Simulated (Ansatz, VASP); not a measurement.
**Two plane-wave programs on AlCo2**

The input INCAR:

```
ALGO     = Normal         # electronic algorithm
EDIFF    = 1E-7           # SCF threshold, eV
ENCUT    = 520            # plane-wave cutoff, eV
GGA      = PE             # functional
ISIF     = 2              # what is computed and relaxed
ISMEAR   = 0              # smearing method
ISPIN    = 2              # spin polarisation
LASPH    = True           # aspherical terms in the spheres
LCHARG   = False          # write CHGCAR
LMAXMIX  = 4              # l up to which the mixer works
LORBIT   = 11             # projections on sites
LREAL    = False          # projectors in reciprocal space
LWAVE    = False          # write WAVECAR
MAGMOM   = 0 3 3          # initial moments
NBANDS   = 22             # bands
NELM     = 150            # most SCF steps
PREC     = Accurate       # precision mode
SIGMA    = 0.1            # smearing width, eV
```

KPOINTS

```
k-points
0
Gamma
  6 6 6
```

Contents of POSCAR:

```
AlCo2
1.0
    3.6731128500      0.0000000000      0.0000000000
   -1.8365564200      3.1810090400      0.0000000000
    0.0000000000      0.0000000000      3.1135231600
Al Co
1 2
Direct
    0.0000000000      0.0000000000      0.0000000000
    0.3333333300      0.6666666700      0.5000000000
    0.6666666700      0.3333333300      0.5000000000
```

Input for Ansatz:

```yaml
crystal:
  lattice:
    - [3.67311285, 0.0, 0.0]
    - [-1.83655642, 3.18100904, 0.0]
    - [0.0, 0.0, 3.11352316]
  atoms:
    - { symbol: Al, position: [0.0, 0.0, 0.0] }
    - { symbol: Co, position: [0.33333333, 0.66666667, 0.5], spin: 3.0 }
    - { symbol: Co, position: [0.66666667, 0.33333333, 0.5], spin: 3.0 }
basis:
  ecutwfc: 420
kpoints:
  mp_grid: { grid: [6, 6, 6] }
hamiltonian:
  xc: pbe
scf:
  occupations: { method: gaussian, width: 0.1 }
  lower_state_search: "off"
output:
  forces: true
  stress: true
  eigenvalues: true
  populations: true
magnetization:
  spin_polarized: true
```

Alike in both runs: task single point; functional PBE; k mesh 6 × 6 × 6; occupations gaussian, width 0.1 eV; collinear spin.

|  | VASP | Ansatz |
| --- | --- | --- |
| version | VASP 6.6.1 | Ansatz 0.2.0 |
| potentials or method | VASP PAW PBE potentials, release 64 (Al, Co), cutoff 520 eV | scalar-relativistic, plane waves, PAW |
| valence electrons in the cell | 21 | 37 |

```csv
,VASP,Ansatz,Ansatz less VASP
gap on the k mesh at the Fermi level (eV),none,none,-
pressure (GPa),9.7,10.6,+0.92
"traceless stress, the component that is largest in VASP (GPa)",-19.02,-19.76,-0.746
net moment per atom (μB),0.49,0.49,+0.006
size of the moment on the site where the two differ most (μB),0.03,0.05,+0.022
```

Site moments also hang on the region over which each program counts them. A gap of «none» marks a metal or a gap that the smearing closes. VASP's potentials hold 21 valence electrons a cell and Ansatz's 37, so a difference there can come from the potentials and not from the codes.
